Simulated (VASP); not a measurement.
# CO2: single point with r2SCAN+D3(BJ)

Crystal: CO2.

```
CELL_PARAMETERS angstrom
2.35219 -2.15611 0.00000
2.35219 2.15611 0.00000
0.00000 0.00000 6.00795
ATOMIC_POSITIONS crystal
C 0.00000 0.00000 0.00000
C 0.50000 0.50000 0.50000
O 0.78572 0.21428 0.88454
O 0.21428 0.78572 0.11546
O 0.71428 0.28572 0.38454
O 0.28572 0.71428 0.61546
```

* Program: VASP 6.6.1
* Task: single point
* Functional: r2SCAN
* Dispersion: D3(BJ)
* Potentials or basis: VASP PAW PBE potentials, release 64 (C, O)
* Cutoff: 520 eV
* k mesh: 8 × 8 × 4
* Occupations: gaussian, width 0.01 eV
* Spin: no spin polarisation
* Dipole correction: no
* Further INCAR settings: ALGO = Normal; EDIFF = 1e-06; NBANDS = 25

```
Pressure                   : 11.8 GPa
Largest force              : 0.813 eV/Å
Band gap on the k mesh     : 6.79 eV (least direct gap 7.83 eV)
Dispersion energy per atom : -0.051 eV
```

Forces in eV/Å, atoms in the order of the input:
```
C    0.000  0.000  0.000
C    0.000  0.000  0.000
O    0.000  0.651 -0.486
O    0.000 -0.651  0.486
O    0.000 -0.651 -0.486
O    0.000  0.651  0.486
```

Stress tensor (GPa, compression positive):
```
 8.56  0.00  0.00
 0.00 14.82  0.00
 0.00  0.00 11.94
```

Levels at points of the mesh, in eV from the valence-band top:
| k point | band 13 | band 14 | band 15 | band 16 | band 17 | band 18 | band 19 | band 20 |
| --- | --- | --- | --- | --- | --- | --- | --- | --- |
| (0.00, 0.00, 0.00) | -1.75 | -1.74 | -1.10 | -1.04 | 6.79 | 7.69 | 7.74 | 7.96 |
| (0.50, 0.00, 0.00) | -1.22 | -1.22 | -0.48 | -0.48 | 7.64 | 7.64 | 9.41 | 9.41 |
| (0.50, 0.50, 0.00) | -1.93 | -1.36 | -0.70 | 0.00 | 8.04 | 9.89 | 10.07 | 10.20 |
| (0.00, 0.00, 0.50) | -1.39 | -1.39 | -1.38 | -1.38 | 7.35 | 7.35 | 8.55 | 8.55 |
| (0.50, 0.00, 0.50) | -1.36 | -1.36 | -0.42 | -0.42 | 7.79 | 7.79 | 9.51 | 9.51 |
| (0.50, 0.50, 0.50) | -1.36 | -1.36 | -0.62 | -0.62 | 9.10 | 9.10 | 9.96 | 9.96 |

It took 2.7 min on 1 thread of Intel(R) Xeon(R) Platinum 8488C (Sapphire Rapids), with other jobs on the host, peak memory 0.22 GiB.

Caveat: the stress differs along the axes, from 9 to 15 GPa; the PAW data sets were made with another functional, which shifts forces and pressure a little. A k mesh can miss the band edges.
